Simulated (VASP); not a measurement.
# Sn (Fddd) in VASP: a series of runs

Runs on Sn. Level: PBEsol. Tasks: single point.

All numbers are computed with VASP 6.6.1; they aren't measurements. Logs are shortened: lines on timing, memory, paths and dates and some standing lists are left out, and cuts for length are marked.

## 1. The cell of the first run

The structure is orthorhombic, space group Fddd (No. 70). Conventional cell: a = 6.085 Å, b = 6.491 Å, c = 6.897 Å, α = 90.00°, β = 90.00°, γ = 90.00°. Within 3.7 Å of Sn (site symmetry 222) lie 4 Sn at 2.81 Å.

## 2. Single point, PBEsol (strain +0.0625 x Voigt [1, -1, 0, 0, 0, 0])

Input file INCAR:

```
SYSTEM = Sn
PREC = Accurate
ENCUT = 520
EDIFF = 1E-6
ISMEAR = 0
SIGMA = 0.15
LREAL = .FALSE.
LASPH = .TRUE.
NELM = 60
ALGO = Fast
ISIF = 2
LWAVE = .FALSE.
LCHARG = .TRUE.
GGA = PS
LELF = .TRUE.
LVHAR = .TRUE.
NBANDS = 21
```

Input file KPOINTS:

```
regular mesh
0
G
  12 12 12
  0 0 0
```

Input file POSCAR:

```
Sn
1.0
    0.0000000000      3.0427500000      3.2456000000
    3.4484500000      0.0000000000      3.2456000000
    3.4484500000      3.0427500000      0.0000000000
Sn
2
Direct
    0.5000000000      0.5000000000      0.5000000000
    0.7500000000      0.7500000000      0.7500000000
```

Potentials or basis: VASP PAW PBE potentials, release 64 (Sn_d).

Launch:

```sh
$ cat potpaw_PBE.64/Sn_d/POTCAR > POTCAR
$ mpirun -np 1 vasp_std > vasp.out
```

OUTCAR:

```text
SYSTEM = Sn
   PREC = Accurate
   ENCUT = 520
   EDIFF = 1E-6
   ISMEAR = 0
   LREAL = .FALSE.
   LASPH = .TRUE.
   NELM = 60
   ISIF = 2
   GGA = PS

 ion  position               nearest neighbor table
   1  0.500  0.500  0.500-   2 2.81   2 2.81   2 2.81   2 2.81
   2  0.750  0.750  0.750-   1 2.81   1 2.81   1 2.81   1 2.81

  LATTYP: Found a face centered orthorhombic cell.
 ALAT       =     6.0855000000
 B/A-ratio  =     1.0666666667
 C/A-ratio  =     1.1333333333

  Lattice vectors:

 A1 = (  -3.4484500000,   0.0000000000,  -3.2456000000)
 A2 = (  -3.4484500000,   3.0427500000,   0.0000000000)
 A3 = (   0.0000000000,   3.0427500000,  -3.2456000000)

Analysis of symmetry for initial positions (statically):
=====================================================================
 Subroutine PRICEL returns:
 Original cell was already a primitive cell.

 Routine SETGRP: Setting up the symmetry group for a
 face centered orthorhombic supercell.

 Subroutine GETGRP returns: Found  8 space group operations
 (whereof  4 operations were pure point group operations)
 out of a pool of  8 trial point group operations.

The static configuration has the point symmetry D_2 .
 The point group associated with its full space group is D_2h.

Analysis of symmetry for dynamics (positions and initial velocities):
=====================================================================
 Subroutine PRICEL returns:
 Original cell was already a primitive cell.

 Routine SETGRP: Setting up the symmetry group for a
 face centered orthorhombic supercell.

 Subroutine GETGRP returns: Found  8 space group operations
 (whereof  4 operations were pure point group operations)
 out of a pool of  8 trial point group operations.

The dynamic configuration has the point symmetry D_2 .
 The point group associated with its full space group is D_2h.

 Subroutine INISYM returns: Found  8 space group operations
 (whereof  4 operations are pure point group operations),
 and found     1 'primitive' translations

----------------------------------------------------------------------------------------

                                     Primitive cell

  volume of cell :      68.1107

  direct lattice vectors                    reciprocal lattice vectors
     0.000000000  3.042750000  3.245600000    -0.144992678  0.164325035  0.154054720
     3.448450000  0.000000000  3.245600000     0.144992678 -0.164325035  0.154054720
     3.448450000  3.042750000  0.000000000     0.144992678  0.164325035 -0.154054720

  length of vectors
     4.448847820  4.735580932  4.598927589     0.267877678  0.267877678  0.267877678

  position of ions in fractional coordinates (direct lattice)
     0.500000000  0.500000000  0.500000000
     0.750000000  0.750000000  0.750000000

  ion indices of the primitive-cell ions
   primitive index   ion index
                 1           1
                 2           2

----------------------------------------------------------------------------------------

 KPOINTS: regular mesh

Automatic generation of k-mesh.
 Grid dimensions read from file:
 generate k-points for:   12   12   12

 Generating k-lattice:

  Cartesian coordinates                     Fractional coordinates (reciprocal lattice)
    -0.012082723  0.013693753  0.012837893     0.083333333  0.000000000 -0.000000000
     0.012082723 -0.013693753  0.012837893     0.000000000  0.083333333  0.000000000
     0.012082723  0.013693753 -0.012837893    -0.000000000  0.000000000  0.083333333

  Length of vectors
     0.022323140  0.022323140  0.022323140

  Shift w.r.t. Gamma in fractional coordinates (k-lattice)
     0.000000000  0.000000000  0.000000000

 Subroutine IBZKPT returns following result:
 ===========================================

 Found    280 irreducible k-points:

 Following reciprocal coordinates:
            Coordinates               Weight
  0.000000  0.000000  0.000000      1.000000
  0.083333  0.000000  0.000000      8.000000
  0.166667  0.000000  0.000000      8.000000
  0.250000  0.000000  0.000000      8.000000
  0.333333 -0.000000  0.000000      8.000000
  0.416667 -0.000000  0.000000      8.000000
[... 16 lines left out ...]
  0.500000  0.166667  0.000000      8.000000
 -0.416667  0.166667  0.000000      8.000000
 [... further k-points ...]
   k-points           NKPTS =    280   k-points in BZ     NKDIM =    280   number of bands    NBANDS=     21
   number of dos      NEDOS =    301   number of ions     NIONS =      2
   total plane-waves  NPLWV =  46656
   dimension x,y,z NGX =    36 NGY =   36 NGZ =   36
   dimension x,y,z NGXF=    72 NGYF=   72 NGZF=   72
   ions per type =               2
   NGX,Y,Z   is equivalent  to a cutoff of  13.45, 12.64, 13.01 a.u.
   NGXF,Y,Z  is equivalent  to a cutoff of  26.91, 25.28, 26.03 a.u.
 SYSTEM =  Sn
   PREC   = accura    normal or accurate (medium, high low for compatibility)
   ISTART =      0    job   : 0-new  1-cont  2-samecut
   ICHARG =      2    charge: 1-file 2-atom 10-const
   ISPIN  =      1    spin polarized calculation?
   LNONCOLLINEAR =      F non collinear calculations
   LSORBIT =      F    spin-orbit coupling
   LASPH  =      T    aspherical Exc in radial PAW
   ENCUT  =  520.0 eV  38.22 Ry    6.18 a.u.   8.27  8.81  8.55*2*pi/ulx,y,z
   NELM   =     60;   NELMIN=  2; NELMDL= -5     # of ELM steps
   EDIFF  = 0.1E-05   stopping-criterion for ELM
   LREAL  =      F    real-space projection
   EDIFFG = 0.1E-04   stopping-criterion for IOM
   NSW    =      0    number of steps for IOM
   IBRION =     -1    ionic relax: 0-MD 1-quasi-New 2-CG
   NFREE  =      0    steps in history (QN), initial steepest desc. (CG)
   ISIF   =      2    stress and relaxation
   ISYM   =      2    0-nonsym 1-usesym 2-fastsym
   POTIM  = 0.5000    time-step for ionic-motion
   TEBEG  =    0.0;   TEEND  =   0.0 temperature during run
   PSTRESS=    0.0 pullay stress
   NELECT =      28.0000    total number of electrons
   NUPDOWN=      -1.0000    fix difference up-down
   EMIN   =  10.00;   EMAX   =-10.00  energy-range for DOS
   EFERMI =   0.00;   METHOD = LEGACY
   ISMEAR =     0;   SIGMA  =   0.15  broadening in eV -4-tet -1-fermi 0-gaus
   EFERMI_NEDOS =   21; number of points for ismear=-14 and -15
   IALGO  =     68    algorithm
   IMIX   =      4    mixing-type and parameters
     AMIX     =   0.40;   BMIX     =  1.00
     AMIX_MAG =   1.60;   BMIX_MAG =  1.00
  volume/ion in A,a.u.               =      34.06       229.82
  Fermi-wavevector in a.u.,A,eV,Ry     =   1.217276  2.300318 20.160585  1.481761
  Thomas-Fermi vector in A             =   2.352602
   LORBIT       =      0    0 simple, 1 ext, 2 COOP (PROOUT), +10 PAW based schemes
   GGA     = PS    functional components
   LHFCALC =     F    Hartree Fock is set to
   AEXX    =    0.0000 exact exchange contribution
   IVDW    =     0    specifies the selected vdW correction
   LEPSILON=     F    determine dielectric tensor
   LRPA    =     F    only Hartree local field effects (RPA)
 non-spin polarized calculation
 RMM-DIIS sequential band-by-band and
 Gauss-broadening in eV      SIGMA  =   0.15
  energy-cutoff  :      520.00
  volume of cell :       68.11
 maximum number of plane-waves:      1851
 NGX is ok and might be reduce to    36
   NGX = 17   NGY = 17   NGZ = 17

 number of electron      28.0000002 magnetization

 Free energy of the ion-electron system (eV)
  ---------------------------------------------------
  ext. energy  EPLUGINS =         0.00000000
  ---------------------------------------------------
  free energy    TOTEN  =        -8.41066526 eV

  energy without entropy =       -8.40886427  energy(sigma->0) =       -8.40976476

 E-fermi :   5.5592     XC(G=0):  -9.0931

 val. band max:        5.5364289816   @ k =   0.0833   0.0833   0.0000
 cond. band min:       5.5784462684   @ k =   0.0000   0.0833   0.0833
 fundamental gap:      0.0420172868
 Fermi energy:         5.5592232371

 k-point     1 :       0.0000    0.0000    0.0000
  band No.  band energies     occupation
      1     -16.1030      2.00000
      2     -16.0736      2.00000
      3     -16.0532      2.00000
      4     -16.0249      2.00000
      5     -16.0075      2.00000
      6     -15.7470      2.00000
[... 13 lines left out ...]
     20      12.5322      0.00000
     21      12.8508      0.00000

 k-point     2 :       0.0833    0.0000    0.0000
  band No.  band energies     occupation
      1     -16.1047      2.00000
      2     -16.0768      2.00000
      3     -16.0603      2.00000
      4     -16.0146      2.00000
      5     -16.0000      2.00000
      6     -15.7528      2.00000
[... 13 lines left out ...]
     20      12.1044      0.00000
     21      13.0508      0.00000

 k-point     3 :       0.1667    0.0000    0.0000
  band No.  band energies     occupation
      1     -16.1110      2.00000
      2     -16.0811      2.00000
      3     -16.0683      2.00000
      4     -15.9965      2.00000
      5     -15.9841      2.00000
      6     -15.7665      2.00000
[... 13 lines left out ...]
     20      12.0127      0.00000
     21      12.6976      0.00000

 k-point     4 :       0.2500    0.0000    0.0000
  band No.  band energies     occupation
      1     -16.1200      2.00000
      2     -16.0850      2.00000
      3     -16.0688      2.00000
      4     -15.9793      2.00000
      5     -15.9678      2.00000
      6     -15.7808      2.00000
[... 13 lines left out ...]
     20      12.3320      0.00000
     21      12.8135      0.00000

 k-point     5 :       0.3333   -0.0000    0.0000
  band No.  band energies     occupation
      1     -16.1278      2.00000
      2     -16.0878      2.00000
      3     -16.0649      2.00000
      4     -15.9668      2.00000
      5     -15.9553      2.00000
      6     -15.7918      2.00000
[... 13 lines left out ...]
     20      12.9126      0.00000
     21      13.1267      0.00000
[... 382 lines left out ...]
     20      13.1348      0.00000
     21      13.9353      0.00000

 k-point    22 :       0.4167    0.1667    0.0000
  band No.  band energies     occupation
      1     -16.1406      2.00000
      2     -16.1006      2.00000
      3     -16.0482      2.00000
      4     -15.9492      2.00000
      5     -15.9164      2.00000
      6     -15.8443      2.00000
[... 13 lines left out ...]
     20      13.6607      0.00000
     21      14.7313      0.00000

 k-point    23 :       0.5000    0.1667    0.0000
  band No.  band energies     occupation
      1     -16.1443      2.00000
      2     -16.1075      2.00000
      3     -16.0352      2.00000
      4     -15.9398      2.00000
      5     -15.9158      2.00000
      6     -15.8421      2.00000
[... 13 lines left out ...]
     20      13.7428      0.00000
     21      14.6061      0.00000

 k-point    24 :      -0.4167    0.1667    0.0000
  band No.  band energies     occupation
      1     -16.1427      2.00000
      2     -16.1123      2.00000
      3     -16.0290      2.00000
      4     -15.9439      2.00000
      5     -15.9149      2.00000
      6     -15.8382      2.00000
[... 13 lines left out ...]
     20      13.4741      0.00000
     21      13.9786      0.00000

 [... further k-points ...]

------------------------ aborting loop because EDIFF is reached ----------------------------------------

  FORCE on cell =-STRESS in cart. coord.  units (eV):
  Direction    XX          YY          ZZ          XY          YZ          ZX
  --------------------------------------------------------------------------------------
  -------------------------------------------------------------------------------------
  Total       -0.4530320      1.1029015      0.5659588      0.0000000      0.0000000      0.0000000
  in kB      -10.6567382     25.9437111     13.3131315      0.0000000      0.0000000      0.0000000
  external PRESSURE =       9.5333681 kB  Pullay stress =       0.0000000 kB

 VOLUME and BASIS-vectors are now :
 -----------------------------------------------------------------------------
  energy-cutoff  :      520.00
  volume of cell :       68.11
      direct lattice vectors                 reciprocal lattice vectors
     0.000000000  3.042750000  3.245600000    -0.144992678  0.164325035  0.154054720
     3.448450000  0.000000000  3.245600000     0.144992678 -0.164325035  0.154054720
     3.448450000  3.042750000  0.000000000     0.144992678  0.164325035 -0.154054720

 POSITION                                       TOTAL-FORCE (eV/Angst)
 -----------------------------------------------------------------------------------
      3.44845      3.04275      3.24560         0.000000      0.000000      0.000000
      5.17267      4.56412      4.86840         0.000000      0.000000     -0.000000
 -----------------------------------------------------------------------------------
    total drift:                                0.000000      0.000000      0.000000

  FREE ENERGIE OF THE ION-ELECTRON SYSTEM (eV)
  ---------------------------------------------------
  free  energy   TOTEN  =        -8.4106652624 eV

  energy  without entropy=       -8.4088642657  energy(sigma->0) =       -8.40976476
```

It took 2.5 min on 1 thread of Intel Xeon 6975P-C (Granite Rapids), shared host; peak memory 0.44 GiB.

Results:

* Free energy: -8.4107 eV
* Pressure: 1.0 GPa
* Band gap on the k mesh: zero (bands 14 and 15 overlap by 0.37 eV)

Levels at points of the mesh, in eV from the Fermi level:
| k point | band 12 | band 13 | band 14 | band 15 | band 16 | band 17 |
| --- | --- | --- | --- | --- | --- | --- |
| (0.00, 0.00, 0.00) | -0.79 | -0.39 | 0.09 | 0.44 | 1.91 | 2.17 |
| (0.50, 0.00, 0.00) | -6.36 | -1.53 | -0.77 | -0.23 | 3.01 | 3.51 |
| (0.50, 0.50, 0.00) | -7.56 | -2.47 | -2.47 | 0.73 | 0.73 | 7.10 |
| (0.50, 0.00, 0.50) | -7.34 | -2.83 | -2.83 | 0.35 | 0.35 | 7.55 |
| (0.00, 0.50, 0.50) | -7.79 | -2.14 | -2.14 | 1.13 | 1.13 | 7.43 |

Caveat: the cell differs from its parent crystal (strain +0.0625 x Voigt [1, -1, 0, 0, 0, 0]); the PAW data sets were made with another functional, which shifts forces and pressure a little; spin-orbit coupling is left out, which moves the levels of the heavy elements.

[end of part 1 of 2]

The gap in the log of VASP goes by the Fermi energy; the results here count the filled bands.